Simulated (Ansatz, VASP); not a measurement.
**One calculation of ScAl7N8, two programs**

```
CELL_PARAMETERS angstrom
3.16534 -0.00366 5.01375
3.16534 0.00366 -5.01375
-3.16534 5.48974 -0.00400
ATOMIC_POSITIONS crystal
Sc 0.15566 0.17935 0.33501
Al 0.15961 0.17811 0.83380
Al 0.65679 0.67470 0.33149
Al 0.65569 0.67419 0.83380
Al 0.07509 0.59222 0.16426
Al 0.57204 0.08916 0.16426
Al 0.07337 0.59643 0.66980
Al 0.57726 0.09048 0.66774
N 0.37454 0.96032 0.33486
N 0.86878 0.46398 0.33276
N 0.36718 0.96878 0.83275
N 0.86397 0.46557 0.83275
N 0.28759 0.39075 0.15923
N 0.28586 0.39516 0.68102
N 0.76848 0.87164 0.15923
N 0.78609 0.88115 0.66724
```

Change from the starting cell: polar distortion scaled by 0.70.

Alike in both runs: task single point; functional PBEsol; k mesh 6 × 6 × 6; no spin polarisation.

|  | VASP | Ansatz |
| --- | --- | --- |
| version | VASP 6.6.1 | Ansatz 0.2.0 |
| potentials or method | VASP PAW PBE potentials, release 64 (Sc_sv, Al, N), cutoff 520 eV | scalar-relativistic, plane waves, PAW |
| occupations | gaussian, width 0.01 eV | fixed |
| valence electrons in the cell | 72 | 72 |

Ansatz gave:

| Item | Value |
| --- | --- |
| gap on the k mesh at the Fermi level (eV) | 3.34 |
| least direct gap on the mesh (eV) | 3.34 |
| pressure (GPa) | 1.7 |
| traceless stress, the component that is largest in VASP (GPa) | -11.61 |
| rms of the force components (eV/Å) | 0.717 |

Problem. Which values does VASP return?

Solution. gap on the k mesh at the Fermi level (eV): 3.36; least direct gap on the mesh (eV): 3.36; pressure (GPa): 1.9; traceless stress, the component that is largest in VASP (GPa): -11.79; rms of the force components (eV/Å): 0.731.

VASP's potentials were made for PBE, not for PBEsol, and Ansatz warns of the same on its side. Atom by atom the forces differ by 0.020 eV/Å (rms over components).
